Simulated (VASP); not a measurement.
Runs of VASP 6.6.1 on Ca. The structure is that of space group Pm-3m (No. 221), or close to it. The cells are those of the table. This isn't the form of Ca at room conditions, which is fcc.

```tsv
cell	k mesh	gap on the mesh (eV)	pressure (GPa)
a = 3.461 Å, 1 atom	10 × 10 × 10	none	(b)
a = 3.513 Å, 1 atom	10 × 10 × 10	none	0.8
a = 3.751 Å, 1 atom	10 × 10 × 10	none	-1.0
a = 3.612 Å, 1 atom	14 × 14 × 14	none	-0.1
a = 3.659 Å, 1 atom	10 × 10 × 10	none	(a)
```

Alike in all rows: task single point; level RPBE; potentials or basis VASP PAW PBE potentials, release 64 (Ca_sv); no spin polarisation; cutoff (eV) 520; smearing fermi-dirac 0.1 eV.

Task: Fill in the values left out.

Result: (a) -0.4; (b) 1.4.

Caveats: the PAW data sets were made with another functional, which shifts forces and pressure a little.

A gap of «none» marks levels without a gap at the run's occupations.
